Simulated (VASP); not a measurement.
Crystal: Re.

```
CELL_PARAMETERS angstrom
4.39448 0.00000 0.00000
-2.19724 3.80574 0.00000
0.00000 0.00000 2.72019
ATOMIC_POSITIONS crystal
Re 0.66667 0.33333 0.00000
Re 0.33333 0.66667 0.00000
Re 0.00000 0.00000 0.50000
```

The cell was built from a structure type or drawn by symmetry, and may not be a known phase.

* Program: VASP 6.6.1
* Task: relaxation of cell and atoms
* Functional: PBE
* Potentials or basis: VASP PAW PBE potentials, release 64 (Re)
* Cutoff: 600 eV
* k mesh: 12 × 12 × 16
* Occupations: gaussian, width 0.1 eV
* Spin: no spin polarisation

At the start: pressure -0.2 GPa; volume 15.16 Å³/atom.

Question: Where does the relaxation end?

Answer: Over 5 steps the energy falls by 2.8 meV/atom; space group P6/mmm (No. 191, to 0.1 Å) before and after.

Step by step:
```tsv
step	energy change (eV)	largest force (eV/Å)	pressure (GPa)	volume (Å³)
1	0.0000	0.0000	-0.23	45.49
2	0.0033	0.0000	1.86	45.33
3	-0.0083	0.0000	0.63	45.42
4	-0.0068	0.0000	-2.01	45.76
5	-0.0085	0.0000	0.00	45.50
```

Final structure:
```yaml
crystal:
  lattice:
    - [4.37428, 0.00000, 0.00000]
    - [-2.18714, 3.78824, 0.00000]
    - [0.00000, 0.00000, 2.74587]
  atoms:
    - { symbol: Re, position: [0.66667, 0.33333, 0.00000] }
    - { symbol: Re, position: [0.33333, 0.66667, 0.00000] }
    - { symbol: Re, position: [0.00000, 0.00000, 0.50000] }
```
